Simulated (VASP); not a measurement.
# PbS (P6_3/mmc) in VASP: notebook

The runs below take PbS through single point, relaxation of cell and atoms, with PBE.

All numbers are computed with VASP 6.6.1; they aren't measurements. Logs are shortened: lines on timing, memory, paths and dates and some standing lists are left out, and cuts for length are marked.

## (1) The cell of the first run

Symmetry: P6_3/mmc, No. 194, hexagonal system. The conventional cell has a = 3.551 Å, b = 3.551 Å, c = 6.666 Å, α = 90.00°, β = 90.00°, γ = 120.00°. Pb (site symmetry -6m2) has 6 S at 2.64 Å within 3.5 Å. Within 3.5 Å of S (site symmetry -3m) lie 6 Pb at 2.64 Å and 2 S at 3.33 Å.

## (2) Single point, PBE

File INCAR:

```
SYSTEM = PbS
PREC     = Accurate       ! precision mode
ENCUT    = 520            ! plane-wave cutoff, eV
EDIFF    = 1E-6           ! SCF threshold, eV
ISMEAR   = 0              ! smearing method
SIGMA    = 0.1            ! smearing width, eV
LREAL    = .False.        ! projectors in reciprocal space
LASPH    = .True.         ! aspherical terms in the spheres
NELM     = 60             ! most SCF steps
ALGO     = Normal         ! electronic algorithm
ISIF     = 2              ! what is computed and relaxed
LWAVE    = .False.        ! write WAVECAR
LCHARG   = .False.        ! write CHGCAR
GGA      = PE             ! functional
NBANDS   = 28             ! bands
```

File KPOINTS:

```
regular mesh
0
Gamma
  6 6 4
  0 0 0
```

File POSCAR:

```
PbS
1.0
    3.5509814700      0.0000000000      0.0000000000
   -1.7754907300      3.0752401600      0.0000000000
    0.0000000000      0.0000000000      6.6660594000
Pb S
2 2
Direct
    0.6666666700      0.3333333300      0.7500000000
    0.3333333300      0.6666666700      0.2500000000
    0.0000000000      0.0000000000      0.0000000000
    0.0000000000      0.0000000000      0.5000000000
```

Potentials or basis: VASP PAW PBE potentials, release 64 (Pb_d, S).

Started as:

```
cat potpaw_PBE.64/Pb_d/POTCAR potpaw_PBE.64/S/POTCAR > POTCAR
mpirun -np 1 vasp_std > vasp.out
```

OUTCAR:

```text
SYSTEM = PbS
   PREC = Accurate
   ENCUT = 520
   EDIFF = 1E-6
   ISMEAR = 0
   LREAL = .False.
   LASPH = .True.
   NELM = 60
   ISIF = 2
   GGA = PE

 ion  position               nearest neighbor table
   1  0.667  0.333  0.750-   3 2.64   4 2.64   3 2.64   4 2.64   3 2.64   4 2.64   2 3.91   2 3.91
                             2 3.91   2 3.91   2 3.91   2 3.91
   2  0.333  0.667  0.250-   3 2.64   4 2.64   3 2.64   4 2.64   3 2.64   4 2.64   1 3.91   1 3.91
                             1 3.91   1 3.91   1 3.91   1 3.91
   3  0.000  0.000  0.000-   1 2.64   2 2.64   2 2.64   1 2.64   1 2.64   2 2.64
   4  0.000  0.000  0.500-   1 2.64   2 2.64   2 2.64   1 2.64   1 2.64   2 2.64

  LATTYP: Found a hexagonal cell.
 ALAT       =     3.5509814700
 C/A-ratio  =     1.8772442088

  Lattice vectors:

 A1 = (   3.5509814700,   0.0000000000,   0.0000000000)
 A2 = (  -1.7754907300,   3.0752401600,   0.0000000000)
 A3 = (   0.0000000000,   0.0000000000,   6.6660594000)

Analysis of symmetry for initial positions (statically):
=====================================================================
 Subroutine PRICEL returns:
 Original cell was already a primitive cell.

 Routine SETGRP: Setting up the symmetry group for a
 hexagonal supercell.

 Subroutine GETGRP returns: Found 24 space group operations
 (whereof 12 operations were pure point group operations)
 out of a pool of 24 trial point group operations.

The static configuration has the point symmetry D_3d.
 The point group associated with its full space group is D_6h.

Analysis of symmetry for dynamics (positions and initial velocities):
=====================================================================
 Subroutine PRICEL returns:
 Original cell was already a primitive cell.

 Routine SETGRP: Setting up the symmetry group for a
 hexagonal supercell.

 Subroutine GETGRP returns: Found 24 space group operations
 (whereof 12 operations were pure point group operations)
 out of a pool of 24 trial point group operations.

The dynamic configuration has the point symmetry D_3d.
 The point group associated with its full space group is D_6h.

 Subroutine INISYM returns: Found 24 space group operations
 (whereof 12 operations are pure point group operations),
 and found     1 'primitive' translations

----------------------------------------------------------------------------------------

                                     Primitive cell

[... 82 lines left out ...]
   ISTART =      0    job   : 0-new  1-cont  2-samecut
   ICHARG =      2    charge: 1-file 2-atom 10-const
   ISPIN  =      1    spin polarized calculation?
   LNONCOLLINEAR =      F non collinear calculations
   LSORBIT =      F    spin-orbit coupling
   LASPH  =      T    aspherical Exc in radial PAW
   ENCUT  =  520.0 eV  38.22 Ry    6.18 a.u.   6.60  6.60 12.39*2*pi/ulx,y,z
   NELM   =     60;   NELMIN=  2; NELMDL= -5     # of ELM steps
   EDIFF  = 0.1E-05   stopping-criterion for ELM
   LREAL  =      F    real-space projection
[... 7 lines left out ...]
   TEBEG  =    0.0;   TEEND  =   0.0 temperature during run
   PSTRESS=    0.0 pullay stress
   NELECT =      40.0000    total number of electrons
   NUPDOWN=      -1.0000    fix difference up-down
   EMIN   =  10.00;   EMAX   =-10.00  energy-range for DOS
   EFERMI =   0.00;   METHOD = LEGACY
   ISMEAR =     0;   SIGMA  =   0.10  broadening in eV -4-tet -1-fermi 0-gaus
   EFERMI_NEDOS =   21; number of points for ismear=-14 and -15
   IALGO  =     38    algorithm
   IMIX   =      4    mixing-type and parameters
     AMIX     =   0.40;   BMIX     =  1.00
     AMIX_MAG =   1.60;   BMIX_MAG =  1.00
  volume/ion in A,a.u.               =      18.20       122.81
  Fermi-wavevector in a.u.,A,eV,Ry     =   1.340899  2.533931 24.463400  1.798009
  Thomas-Fermi vector in A             =   2.469175
   LORBIT       =      0    0 simple, 1 ext, 2 COOP (PROOUT), +10 PAW based schemes
   GGA     = PE    functional components
   LHFCALC =     F    Hartree Fock is set to
   AEXX    =    0.0000 exact exchange contribution
   IVDW    =     0    specifies the selected vdW correction
   LEPSILON=     F    determine dielectric tensor
   LRPA    =     F    only Hartree local field effects (RPA)
 non-spin polarized calculation
 Gauss-broadening in eV      SIGMA  =   0.10
  energy-cutoff  :      520.00
  volume of cell :       72.79
 maximum number of plane-waves:      2004
 NGX is ok and might be reduce to    28
   NGX = 13   NGY = 13   NGZ = 25

 number of electron      40.0000008 magnetization

 Free energy of the ion-electron system (eV)
  ---------------------------------------------------
  ext. energy  EPLUGINS =         0.00000000
  ---------------------------------------------------
  free energy    TOTEN  =       -13.68758930 eV

  energy without entropy =      -13.68540263  energy(sigma->0) =      -13.68649596

 E-fermi :  10.7318     XC(G=0): -11.5125

 val. band max:       10.6200842876   @ k =   0.3333   0.0000   0.2500
 cond. band min:      10.9252764176   @ k =   0.0000   0.0000   0.2500
 fundamental gap:      0.3051921299
 Fermi energy:        10.7318260116

 k-point     1 :       0.0000    0.0000    0.0000
  band No.  band energies     occupation
      1      -6.6379      2.00000
      2      -6.6379      2.00000
      3      -6.6172      2.00000
      4      -6.6010      2.00000
      5      -6.6010      2.00000
      6      -6.5843      2.00000
[... 640 lines left out ...]
     27      17.7191      0.00000
     28      17.7191      0.00000

------------------------ aborting loop because EDIFF is reached ----------------------------------------

  FORCE on cell =-STRESS in cart. coord.  units (eV):
  Direction    XX          YY          ZZ          XY          YZ          ZX
  --------------------------------------------------------------------------------------
  -------------------------------------------------------------------------------------
  Total       19.2872610     19.2872609     22.8139215      0.0000000     -0.0000000      0.0000000
  in kB      424.5066677    424.5066673    502.1273795      0.0000007     -0.0000000      0.0000000
  external PRESSURE =     450.3802382 kB  Pullay stress =       0.0000000 kB

 VOLUME and BASIS-vectors are now :
 -----------------------------------------------------------------------------
  energy-cutoff  :      520.00
  volume of cell :       72.79
      direct lattice vectors                 reciprocal lattice vectors
     3.550981470  0.000000000  0.000000000     0.281612283  0.162588927  0.000000000
    -1.775490730  3.075240160  0.000000000     0.000000000  0.325177855  0.000000000
     0.000000000  0.000000000  6.666059400     0.000000000  0.000000000  0.150013665

 POSITION                                       TOTAL-FORCE (eV/Angst)
 -----------------------------------------------------------------------------------
      1.77549      1.02508      4.99954         0.000000      0.000000      0.000000
     -0.00000      2.05016      1.66651        -0.000000     -0.000000      0.000000
      0.00000      0.00000      0.00000         0.000000      0.000000      0.000000
      0.00000      0.00000      3.33303         0.000000      0.000000      0.000000
 -----------------------------------------------------------------------------------
    total drift:                               -0.000009      0.000005      0.000000

  FREE ENERGIE OF THE ION-ELECTRON SYSTEM (eV)
  ---------------------------------------------------
  free  energy   TOTEN  =       -13.6875893043 eV

  energy  without entropy=      -13.6854026256  energy(sigma->0) =      -13.68649596
```

OSZICAR:

```text
N       E                     dE             d eps       ncg     rms          rms(c)
DAV:   1     0.432386608252E+03    0.43239E+03   -0.19419E+04  1176   0.170E+03
DAV:   2     0.328037215502E+02   -0.39958E+03   -0.38773E+03  1180   0.443E+02
DAV:   3    -0.121108720414E+02   -0.44915E+02   -0.43560E+02  1492   0.163E+02
DAV:   4    -0.143755843475E+02   -0.22647E+01   -0.22446E+01  1472   0.335E+01
DAV:   5    -0.144368567446E+02   -0.61272E-01   -0.61246E-01  1536   0.616E+00    0.145E+01
DAV:   6    -0.137118520930E+02    0.72500E+00   -0.13457E+00  1708   0.124E+01    0.874E+00
DAV:   7    -0.137043346608E+02    0.75174E-02   -0.76032E-01  1752   0.492E+00    0.207E+00
DAV:   8    -0.136886086211E+02    0.15726E-01   -0.16475E-01  1772   0.390E+00    0.724E-01
DAV:   9    -0.136875643368E+02    0.10443E-02   -0.13333E-02  1764   0.118E+00    0.318E-01
DAV:  10    -0.136875844594E+02   -0.20123E-04   -0.14779E-03  1720   0.286E-01    0.120E-01
DAV:  11    -0.136875888725E+02   -0.44131E-05   -0.13454E-04  1708   0.104E-01    0.290E-02
DAV:  12    -0.136875891000E+02   -0.22754E-06   -0.13365E-05  1348   0.247E-02    0.446E-03
DAV:  13    -0.136875893043E+02   -0.20426E-06   -0.97174E-07   800   0.913E-03
   1 F= -.13687589E+02 E0= -.13686496E+02  d E =-.218668E-02
```

It took 41 s on 1 thread of Intel Xeon 6975P-C, shared host; peak memory 0.2 GiB.

Results:

| Item | Value |
| --- | --- |
| Free energy | -13.6876 eV |
| Pressure | 45.0 GPa |
| Band gap on the k mesh | zero (band 20 reaches 11.93 eV, above the bottom of band 21 at 10.59 eV) |

Levels at points of the mesh, in eV from the Fermi level:
| k point | band 16 | band 17 | band 18 | band 19 | band 20 | band 21 | band 22 | band 23 | band 24 | band 25 |
| --- | --- | --- | --- | --- | --- | --- | --- | --- | --- | --- |
| (0.00, 0.00, 0.00) | -2.81 | -2.81 | -2.13 | -2.13 | 1.20 | 2.14 | 2.74 | 2.74 | 3.96 | 7.18 |
| (0.50, 0.00, 0.00) | -6.81 | -4.72 | -2.49 | -2.07 | -0.78 | 1.12 | 1.29 | 1.76 | 4.28 | 4.49 |
| (0.00, 0.00, 0.50) | -2.52 | -2.52 | -2.52 | -1.09 | -1.09 | 4.27 | 4.27 | 4.27 | 4.27 | 4.49 |
| (0.50, 0.00, 0.50) | -5.44 | -3.84 | -3.84 | -3.20 | -3.20 | 1.61 | 1.61 | 4.36 | 4.36 | 5.18 |

Caveat: spin-orbit coupling is left out, which moves the levels of the heavy elements.

## (3) Single point, PBE

This run uses another cell than the first one, of 27.08 Å³/atom, 1.488 times its volume.

File INCAR:

```
  PREC = Accurate
  ENCUT = 520
  EDIFF = 1E-6
  ISMEAR = 0
  SIGMA = 0.1
  LREAL = F
  LASPH = T
  NELM = 100
  ALGO = Normal
  ISIF = 2
  LWAVE = F
  LCHARG = F
  GGA = PE
  NBANDS = 28
```

File KPOINTS:

```
Automatic mesh
0
Gamma
  6 6 4
```

File POSCAR:

```
PbS
1.0
    4.1224692446     -0.0000000034      0.0000000000
   -2.0612346194      3.5701630939      0.0000000000
    0.0000000000      0.0000000000      7.3591611157
Pb S
2 2
Direct
    0.6666666667      0.3333333333      0.7500000000
    0.3333333333      0.6666666667      0.2500000000
    0.0000000000      0.0000000000      0.0000000000
    0.0000000000      0.0000000000      0.5000000000
```

Potentials or basis: VASP PAW PBE potentials, release 64 (Pb_d, S).

Started as:

```
cat potpaw_PBE.64/Pb_d/POTCAR potpaw_PBE.64/S/POTCAR > POTCAR
mpirun -np 1 vasp_std > vasp.out
```

It took 53 s on 1 thread of Intel Xeon 6975P-C, shared host; peak memory 0.25 GiB.

It converged, with:

```
Free energy            : -17.2070 eV
Pressure               : 0.0 GPa
Band gap on the k mesh : 0.24 eV, indirect (least direct gap 0.26 eV)
```

Levels at points of the mesh, in eV from the valence-band top:
```csv
k point,band 17,band 18,band 19,band 20,band 21,band 22,band 23,band 24
"(0.00, 0.00, 0.00)",-1.63,-1.01,-1.01,0.00,1.41,2.73,2.73,5.17
"(0.50, 0.00, 0.00)",-2.68,-1.31,-0.77,-0.02,0.24,1.98,2.26,4.12
"(0.00, 0.00, 0.50)",-1.36,-1.36,-1.16,-1.16,3.38,3.38,3.74,3.74
"(0.50, 0.00, 0.50)",-2.13,-2.13,-1.99,-1.99,2.25,2.25,3.90,3.90
```

Caveat: spin-orbit coupling is left out, which moves the levels of the heavy elements. A k mesh can miss the band edges.

(Continued in part 2 of 2.)
